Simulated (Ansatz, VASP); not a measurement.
## BiTe in VASP and in Ansatz

File INCAR:

```
PREC = Accurate
ENCUT = 520
EDIFF = 1E-7
ISMEAR = 0
SIGMA = 0.15
LREAL = F
LASPH = T
NELM = 80
ALGO = Fast
ISIF = 2
LWAVE = F
LCHARG = T
GGA = PE
LELF = T
LVHAR = T
NBANDS = 18
```

The input KPOINTS:

```
Automatic mesh
0
Gamma
  18 18 18
```

POSCAR

```
BiTe
1.0
    2.4222948335      1.3985125742      3.3133448231
   -2.4222948335      1.3985125742      3.3133448231
    0.0000000000     -2.7970251484      3.3133448231
Bi Te
1 1
Direct
    0.5000000000      0.5000000000      0.5000000000
    0.1153114832      0.0000000000      0.0000000000
```

Input for Ansatz:

```yaml
crystal:
  lattice:
    - [2.4222948335, 1.3985125742, 3.3133448231]
    - [-2.4222948335, 1.3985125742, 3.3133448231]
    - [0.0, -2.7970251484, 3.3133448231]
  atoms:
    - { symbol: Bi, position: [0.5, 0.5, 0.5] }
    - { symbol: Te, position: [0.1153114832, 0.0, 0.0] }
basis:
  ecutwfc: 420
kpoints:
  mp_grid: { grid: [18, 18, 18] }
hamiltonian:
  xc: pbe
scf:
  occupations: { method: gaussian, width: 0.15 }
output:
  forces: true
  stress: true
  eigenvalues: true
```

Change from the starting cell: all Te atoms moved -0.500 Å, as atom 2 towards its neighbour atom 2 (Te) at 4.336 Å.

Alike in both runs: task single point; functional PBE; k mesh 18 × 18 × 18; occupations gaussian, width 0.15 eV; no spin polarisation.

|  | VASP | Ansatz |
| --- | --- | --- |
| version | VASP 6.6.1 | Ansatz 0.2.0 |
| potentials or method | VASP PAW PBE potentials, release 64 (Bi_d, Te), cutoff 520 eV | scalar-relativistic, plane waves, PAW |
| valence electrons in the cell | 21 | 31 |

Ansatz gave:

```
gap on the k mesh at the Fermi level (eV)                     : none
pressure (GPa)                                                : 3.5
traceless stress, the component that is largest in VASP (GPa) : -2.24
rms of the force components (eV/Å)                            : 0.580
```

Question: Which values does VASP return?

Answer: gap on the k mesh at the Fermi level (eV): none; pressure (GPa): 3.4; traceless stress, the component that is largest in VASP (GPa): -2.25; rms of the force components (eV/Å): 0.583.

Atom by atom the forces differ by 0.003 eV/Å (rms over components). A gap of «none» marks a metal or a gap that the smearing closes. The functional is the same, so the differences come from potentials, cutoffs and numerics. VASP's potentials hold 21 valence electrons a cell and Ansatz's 31, so a difference there can come from the potentials and not from the codes.

Neither program's run includes spin-orbit coupling.
